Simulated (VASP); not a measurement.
AlC2N2, 10 atoms in the cell. Symmetry: Cmmm, No. 65, orthorhombic system. The conventional cell has a = 7.098 Å, b = 8.134 Å, c = 7.125 Å, α = 90.00°, β = 90.00°, γ = 90.00°. Al (site symmetry mmm) has 4 C at 1.98 Å within 2.6 Å. Within 2.5 Å of Al (site symmetry mmm) lie 4 N at 1.87 Å. Within 1.6 Å of C (site symmetry m) lie 1 N at 1.18 Å. N (site symmetry m) has 1 C at 1.18 Å within 1.6 Å. 

```yaml
Program: VASP 6.6.1
Task: single point
Functional: PBE
Potentials_or_basis: VASP PAW PBE potentials, release 64 (Al, C, N)
Cutoff: 520 eV
k_mesh: 8 × 8 × 6
Occupations: gaussian, width 0.1 eV
Spin: no spin polarisation
Dipole_correction: no
Further_INCAR_settings: ALGO = Normal; EDIFF = 1e-07; NBANDS = 32
```

Potentials or basis: VASP PAW PBE potentials, release 64 (Al, C, N).

Command:

```bash
$ cat potpaw_PBE.64/Al/POTCAR potpaw_PBE.64/C/POTCAR potpaw_PBE.64/N/POTCAR > POTCAR
$ mpirun -np 1 vasp_std > vasp.out
```

Hardware: 1 thread of Intel(R) Xeon(R) Platinum 8375C CPU @ 2.90GHz (Ice Lake), on a shared host.

How long does it take, and how much memory?

Wall time 8.7 min on 1 thread of Intel(R) Xeon(R) Platinum 8375C CPU @ 2.90GHz (Ice Lake), on a shared host, peak memory 0.59 GiB. Counts: scf iterations 17, k points 84.
